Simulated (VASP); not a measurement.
The system is HfO2.

```
Hf O
1.0
     5.32183    0.00000    0.00000
     0.00000    5.10292    0.00000
     0.00000    0.00000    5.13139
Hf O
4 8
Direct
  0.96699 0.73252 0.74144
  0.53301 0.73252 0.24144
  0.46699 0.26748 0.74144
  0.03301 0.26748 0.24144
  0.63213 0.92865 0.87927
  0.86787 0.92865 0.37927
  0.23395 0.53988 0.49229
  0.26605 0.53988 0.99229
  0.76605 0.46012 0.99229
  0.73395 0.46012 0.49229
  0.13213 0.07135 0.87927
  0.36787 0.07135 0.37927
```

Base run:

- Program: VASP 6.6.1
- Functional: BLYP
- Dispersion: D3(BJ)
- Potentials or basis: VASP PAW PBE potentials, release 64 (Hf_pv, O)
- Cutoff: 520 eV
- k mesh: 5 × 6 × 5
- Occupations: fermi-dirac, width 0.05 eV
- Spin: no spin polarisation

Its results: band gap on the k mesh 4.26 eV, indirect (least direct gap 4.45 eV); pressure -8.6 GPa; largest force 0.196 eV/Å.

**Question.** The run is repeated on the same cell with these changes: functional from BLYP to RPBE; dispersion from D3(BJ) to none. What comes out?

**Answer.** Band gap on the k mesh 4.31 eV, indirect (least direct gap 4.50 eV); pressure -3.2 GPa; largest force 0.174 eV/Å.

Several settings changed at once, so the effect can't be laid on one alone.

Caveats: the PAW data sets were made with another functional, which shifts forces and pressure a little; spin-orbit coupling is left out, which moves the levels of the heavy elements.

A k mesh can miss the band edges.
